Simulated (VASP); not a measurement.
# Hf (Im-3m) in VASP: further runs

Hf is run at these levels: LDA; tasks: single point, relaxation of cell and atoms.

Program: VASP 6.6.1. These are calculated values, not measurements. Logs are shortened: lines on timing, memory, paths and dates and some standing lists are left out, and cuts for length are marked.

### 1 The cell of the first run

The structure is cubic, space group Im-3m (No. 229). The conventional cell has a = 3.446 Å, b = 3.446 Å, c = 3.446 Å, α = 90.00°, β = 90.00°, γ = 90.00°. Within 3.9 Å of Hf (site symmetry m-3m) lie 14 Hf at 2.98 to 3.45 Å.

### 2 Single point, LDA

INCAR

```
  PREC = Accurate
  ENCUT = 520
  EDIFF = 1E-7
  ISMEAR = 1
  SIGMA = 0.05
  LREAL = F
  LASPH = T
  NELM = 60
  ALGO = Normal
  ISIF = 2
  LWAVE = F
  LCHARG = T
  LELF = T
  LVHAR = T
  NBANDS = 11
```

KPOINTS

```
regular mesh
0
Gamma
  10 10 10
```

POSCAR

```
Hf
1.0
    1.7229660737      1.7229660737      1.7229660737
   -1.7229660737      1.7229660737      1.7229660737
   -1.7229660737     -1.7229660737      1.7229660737
Hf
1
Direct
    0.0000000000      0.0000000000      0.0000000000
```

Potentials or basis: VASP PAW LDA potentials, release 64 (Hf_pv).

Launch:

```
cat potpaw_LDA.64/Hf_pv/POTCAR > POTCAR
mpirun -np 1 vasp_std > vasp.out
```

OUTCAR:

```text
PREC = Accurate
   ENCUT = 520
   EDIFF = 1E-7
   ISMEAR = 1
   LREAL = F
   LASPH = T
   NELM = 60
   ISIF = 2

 ion  position               nearest neighbor table
   1  0.000  0.000  0.000-

  LATTYP: Found a body centered cubic cell.
 ALAT       =     3.4459321474

  Lattice vectors:

 A1 = (   1.7229660737,  -1.7229660737,  -1.7229660737)
 A2 = (   1.7229660737,   1.7229660737,   1.7229660737)
 A3 = (  -1.7229660737,  -1.7229660737,   1.7229660737)

Analysis of symmetry for initial positions (statically):
=====================================================================
 Subroutine PRICEL returns:
 Original cell was already a primitive cell.

 Routine SETGRP: Setting up the symmetry group for a
 body centered cubic supercell.

 Subroutine GETGRP returns: Found 48 space group operations
 (whereof 48 operations were pure point group operations)
 out of a pool of 48 trial point group operations.

The static configuration has the point symmetry O_h .

Analysis of symmetry for dynamics (positions and initial velocities):
=====================================================================
 Subroutine PRICEL returns:
 Original cell was already a primitive cell.

 Routine SETGRP: Setting up the symmetry group for a
 body centered cubic supercell.

 Subroutine GETGRP returns: Found 48 space group operations
 (whereof 48 operations were pure point group operations)
 out of a pool of 48 trial point group operations.

The dynamic configuration has the point symmetry O_h .

 Subroutine INISYM returns: Found 48 space group operations
 (whereof 48 operations are pure point group operations),
 and found     1 'primitive' translations

----------------------------------------------------------------------------------------

                                     Primitive cell

  volume of cell :      20.4593

  direct lattice vectors                    reciprocal lattice vectors
     1.722966074  1.722966074  1.722966074     0.290197240  0.000000000  0.290197240
    -1.722966074  1.722966074  1.722966074    -0.290197240  0.290197240  0.000000000
    -1.722966074 -1.722966074  1.722966074     0.000000000 -0.290197240  0.290197240

  length of vectors
     2.984264779  2.984264779  2.984264779     0.410400873  0.410400873  0.410400873

  position of ions in fractional coordinates (direct lattice)
     0.000000000  0.000000000  0.000000000

  ion indices of the primitive-cell ions
   primitive index   ion index
                 1           1

[... 72 lines left out ...]
   LREAL  =      F    real-space projection
   EDIFFG = 0.1E-05   stopping-criterion for IOM
   NSW    =      0    number of steps for IOM
   IBRION =     -1    ionic relax: 0-MD 1-quasi-New 2-CG
   NFREE  =      0    steps in history (QN), initial steepest desc. (CG)
   ISIF   =      2    stress and relaxation
   ISYM   =      2    0-nonsym 1-usesym 2-fastsym
   POTIM  = 0.5000    time-step for ionic-motion
   TEBEG  =    0.0;   TEEND  =   0.0 temperature during run
   PSTRESS=    0.0 pullay stress
   NELECT =      10.0000    total number of electrons
   NUPDOWN=      -1.0000    fix difference up-down
   EMIN   =  10.00;   EMAX   =-10.00  energy-range for DOS
   EFERMI =   0.00;   METHOD = LEGACY
   ISMEAR =     1;   SIGMA  =   0.05  broadening in eV -4-tet -1-fermi 0-gaus
   EFERMI_NEDOS =   21; number of points for ismear=-14 and -15
   IALGO  =     38    algorithm
   IMIX   =      4    mixing-type and parameters
     AMIX     =   0.40;   BMIX     =  1.00
     AMIX_MAG =   1.60;   BMIX_MAG =  1.00
  volume/ion in A,a.u.               =      20.46       138.07
  Fermi-wavevector in a.u.,A,eV,Ry     =   1.289570  2.436933 22.626348  1.662990
  Thomas-Fermi vector in A             =   2.421454
   LORBIT       =      0    0 simple, 1 ext, 2 COOP (PROOUT), +10 PAW based schemes
   GGA     = CA    functional components
   LHFCALC =     F    Hartree Fock is set to
   AEXX    =    0.0000 exact exchange contribution
   IVDW    =     0    specifies the selected vdW correction
   LEPSILON=     F    determine dielectric tensor
   LRPA    =     F    only Hartree local field effects (RPA)
 non-spin polarized calculation
 Methfessel and Paxton  Order N= 1 SIGMA  =   0.05
  energy-cutoff  :      520.00
  volume of cell :       20.46
 maximum number of plane-waves:       586
 NGX is ok and might be reduce to    24
   NGX = 11   NGY = 11   NGZ = 11

 number of electron      10.0000001 magnetization

 Free energy of the ion-electron system (eV)
  ---------------------------------------------------
  ext. energy  EPLUGINS =         0.00000000
  ---------------------------------------------------
  free energy    TOTEN  =       -10.54837687 eV

  energy without entropy =      -10.54859936  energy(sigma->0) =      -10.54845103

 E-fermi :   5.1465     XC(G=0): -11.8806

 val. band max:        5.1181185874   @ k =   0.2000  -0.4000   0.1000
 cond. band min:       5.1916951240   @ k =   0.5000   0.2000   0.0000
 fundamental gap:      0.0735765366
 Fermi energy:         5.1464931285

 k-point     1 :       0.0000    0.0000    0.0000
  band No.  band energies     occupation
      1     -24.2469      2.00000
      2     -24.2469      2.00000
      3     -24.2469      2.00000
      4      -2.1687      2.00000
      5       6.5860      0.00000
      6       6.5860      0.00000
      7       6.5860      0.00000
      8       9.6474      0.00000
      9       9.6474      0.00000
     10      17.7224      0.00000
     11      18.8760      0.00000
[... 309 lines left out ...]
 k-point    24 :       0.5000    0.3000    0.1000
  band No.  band energies     occupation
      1     -25.1640      2.00000
      2     -24.8314      2.00000
      3     -24.4270      2.00000
      4       2.9943      2.00000
      5       4.0442      2.00000
      6       5.3207     -0.00001
      7       8.7844      0.00000
      8      10.1816      0.00000
      9      13.8164      0.00000
     10      15.8771      0.00000
     11      17.7351      0.00000

 [... further k-points ...]
[... 5 lines left out ...]
  --------------------------------------------------------------------------------------
  -------------------------------------------------------------------------------------
  Total        0.0224895      0.0224895      0.0224895      0.0000000     -0.0000000      0.0000000
  in kB        1.7611661      1.7611661      1.7611661      0.0000000     -0.0000000      0.0000000
  external PRESSURE =       1.7611661 kB  Pullay stress =       0.0000000 kB

 VOLUME and BASIS-vectors are now :
 -----------------------------------------------------------------------------
  energy-cutoff  :      520.00
  volume of cell :       20.46
      direct lattice vectors                 reciprocal lattice vectors
     1.722966074  1.722966074  1.722966074     0.290197240  0.000000000  0.290197240
    -1.722966074  1.722966074  1.722966074    -0.290197240  0.290197240  0.000000000
    -1.722966074 -1.722966074  1.722966074     0.000000000 -0.290197240  0.290197240

 POSITION                                       TOTAL-FORCE (eV/Angst)
 -----------------------------------------------------------------------------------
      0.00000      0.00000      0.00000         0.000000     -0.000000     -0.000000
 -----------------------------------------------------------------------------------
    total drift:                                0.000000     -0.000000      0.000000

  FREE ENERGIE OF THE ION-ELECTRON SYSTEM (eV)
  ---------------------------------------------------
  free  energy   TOTEN  =       -10.5483768683 eV

  energy  without entropy=      -10.5485993630  energy(sigma->0) =      -10.54845103
```

OSZICAR:

```text
N       E                     dE             d eps       ncg     rms          rms(c)
DAV:   1     0.115594770100E+02    0.11559E+02   -0.57513E+03  1050   0.851E+02
DAV:   2    -0.104832410028E+02   -0.22043E+02   -0.21396E+02  1308   0.153E+02
DAV:   3    -0.108567487291E+02   -0.37351E+00   -0.36979E+00  1312   0.137E+01
DAV:   4    -0.108579442026E+02   -0.11955E-02   -0.11953E-02  1171   0.910E-01
DAV:   5    -0.108579497484E+02   -0.55458E-05   -0.55460E-05  1240   0.555E-02    0.464E+01
DAV:   6    -0.106290050073E+02    0.22894E+00   -0.18610E-01  1145   0.307E+00    0.270E+01
DAV:   7    -0.105515322817E+02    0.77473E-01   -0.26421E-01  1157   0.349E+00    0.123E+00
DAV:   8    -0.105483311904E+02    0.32011E-02   -0.15597E-02  1130   0.902E-01    0.131E-01
DAV:   9    -0.105483770731E+02   -0.45883E-04   -0.44337E-04  1285   0.128E-01    0.312E-02
DAV:  10    -0.105483781380E+02   -0.10649E-05   -0.21173E-05  1153   0.326E-02    0.217E-02
DAV:  11    -0.105483768642E+02    0.12738E-05   -0.40534E-06  1181   0.145E-02    0.295E-03
DAV:  12    -0.105483768683E+02   -0.40493E-08   -0.43887E-08   740   0.209E-03
   1 F= -.10548377E+02 E0= -.10548451E+02  d E =0.222495E-03
```

stdout:

```text
POSCAR found type information on POSCAR Hf
 POSCAR found :  1 types and       1 ions
 scaLAPACK will be used
 LDA part: xc-table for (Slater(with rela. corr.)+CA(PZ))
 , standard interpolation
 POSCAR, INCAR and KPOINTS ok, starting setup
 FFT: planning ... GRIDC
 FFT: planning ... GRID_SOFT
 FFT: planning ... GRID
 WAVECAR not read
 entering main loop
```

Run time: 3.7 s. Hardware: 1 thread of Intel Xeon 6975P-C (Granite Rapids), shared host; peak memory 0.13 GiB.

What came out:

```yaml
Free_energy: -10.5484 eV
Pressure: 0.2 GPa
Band_gap_on_the_k_mesh: zero (band 5 reaches 6.59 eV, above the bottom of band 6 at 4.25 eV)
```

Caveat: spin-orbit coupling is left out, which moves the levels of the heavy elements.

### 3 Relaxation of cell and atoms, LDA

This run uses another cell than the first one, of 22.37 Å³/atom, 1.093 times its volume.

INCAR

```
  ALGO = Normal
  EDIFF = 1E-6
  EDIFFG = -0.01
  ENCUT = 600
  GGA = CA
  IBRION = 2
  ISIF = 3
  ISMEAR = 1
  LASPH = T
  LCHARG = F
  LREAL = F
  LWAVE = F
  NELM = 60
  NSW = 60
  PREC = Accurate
  SIGMA = 0.05
```

KPOINTS

```
k-points
0
Gamma
  10 10 10
```

POSCAR

```
Hf
1.0
    1.7750000000      1.7750000000      1.7750000000
   -1.7750000000      1.7750000000      1.7750000000
   -1.7750000000     -1.7750000000      1.7750000000
Hf
1
Direct
    0.0000000000      0.0000000000      0.0000000000
```

Potentials or basis: VASP PAW LDA potentials, release 64 (Hf_pv).

Launch:

```
cat potpaw_LDA.64/Hf_pv/POTCAR > POTCAR
mpirun -np 1 vasp_std > vasp.out
```

Wall time 13 s (1 thread of Intel Xeon 6975P-C (Granite Rapids), shared host); peak memory 0.15 GiB.

Results (log left out):

- Free energy: -10.5487 eV
- Relaxed volume: 20.49 Å³/atom
- Relaxed cell: a = 2.986 Å, b = 2.986 Å, c = 2.986 Å, α = 70.53°, β = 109.47°, γ = 70.53°
- Space group after relaxing (to 0.05 Å): Im-3m (No. 229)
- Energy gained by relaxing: 55.6 meV/atom
- Ionic steps: 4
- Pressure after relaxing: 0.0 GPa
- Band gap on the k mesh: zero (band 5 reaches 6.57 eV, above the bottom of band 6 at 4.23 eV)

Step by step:
| step | energy change (eV) | largest force (eV/Å) | pressure (GPa) | volume (Å³) |
| --- | --- | --- | --- | --- |
| 1 | 0.0000 | 0.0000 | -8.87 | 22.37 |
| 2 | 0.0064 | 0.0000 | 11.73 | 18.60 |
| 3 | -0.0556 | 0.0000 | 0.19 | 20.46 |
| 4 | -0.0556 | 0.0000 | -0.02 | 20.49 |

Final structure:
```xyz
1
Lattice="1.7240 1.7240 1.7240 -1.7240 1.7240 1.7240 -1.7240 -1.7240 1.7240" Properties=species:S:1:pos:R:3 pbc="T T T"
Hf    0.0000    0.0000    0.0000
```

Levels at points of the mesh, in eV from the Fermi level:
| k point | band 2 | band 3 | band 4 | band 5 | band 6 | band 7 | band 8 | band 9 |
| --- | --- | --- | --- | --- | --- | --- | --- | --- |
| (0.00, 0.00, 0.00) | -29.40 | -29.40 | -7.31 | 1.44 | 1.44 | 1.44 | 4.50 | 4.50 |
| (0.50, 0.00, 0.00) | -29.76 | -29.41 | -3.71 | -0.78 | 1.53 | 4.37 | 5.45 | 8.28 |
| (0.50, 0.50, 0.50) | -30.17 | -30.17 | -3.04 | -3.04 | 7.33 | 7.33 | 7.33 | 7.99 |

Caveat: spin-orbit coupling is left out, which moves the levels of the heavy elements.
